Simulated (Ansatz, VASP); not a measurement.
**Ru in VASP and in Ansatz**

INCAR

```
PREC = Accurate
ENCUT = 520
EDIFF = 1E-6
ISMEAR = 0
SIGMA = 0.15
LREAL = False
LASPH = True
NELM = 80
ALGO = Fast
ISIF = 2
LWAVE = False
LCHARG = False
GGA = PS
NBANDS = 21
```

Contents of KPOINTS:

```
Automatic mesh
0
Gamma
  24 24 14
```

The input POSCAR:

```
Ru
1.0
    2.7567620996      0.0000000000      0.0000000000
   -1.3783810498      2.3874260104      0.0000000000
    0.0000000000      0.0000000000      4.4645169983
Ru
2
Direct
    0.3333333333      0.6666666667      0.2500000000
    0.6666666667      0.3333333333      0.7500000000
```

Input for Ansatz:

```yaml
crystal:
  lattice:
    - [2.7567620996, 0.0, 0.0]
    - [-1.3783810498, 2.3874260104, 0.0]
    - [0.0, 0.0, 4.4645169983]
  atoms:
    - { symbol: Ru, position: [0.3333333333, 0.6666666667, 0.25] }
    - { symbol: Ru, position: [0.6666666667, 0.3333333333, 0.75] }
basis:
  ecutwfc: 420
kpoints:
  mp_grid: { grid: [24, 24, 14] }
hamiltonian:
  xc: pbesol
scf:
  occupations: { method: gaussian, width: 0.15 }
output:
  forces: true
  stress: true
  eigenvalues: true
```

Change from the starting cell: strain +0.025 along x and y, +0.050 along z, atoms carried along.

Alike in both runs: task single point; functional PBEsol; k mesh 24 × 24 × 14; occupations gaussian, width 0.15 eV; no spin polarisation.

|  | VASP | Ansatz |
| --- | --- | --- |
| version | VASP 6.6.1 | Ansatz 0.2.0 |
| potentials or method | VASP PAW PBE potentials, release 64 (Ru_pv), cutoff 520 eV | scalar-relativistic, plane waves, PAW |
| valence electrons in the cell | 28 | 32 |

Ansatz gave:

| Quantity | Value |
| --- | --- |
| gap on the k mesh at the Fermi level (eV) | none |
| pressure (GPa) | -26.8 |
| traceless stress, the component that is largest in VASP (GPa) | -7.05 |

Task: Which values does VASP return?

Result: gap on the k mesh at the Fermi level (eV): none; pressure (GPa): -27.0; traceless stress, the component that is largest in VASP (GPa): -7.03.

VASP's potentials were made for PBE, not for PBEsol. A gap of «none» marks a metal or a gap that the smearing closes. The functional is the same, so the differences come from potentials, cutoffs and numerics. VASP's potentials hold 28 valence electrons a cell and Ansatz's 32, so a difference there can come from the potentials and not from the codes.
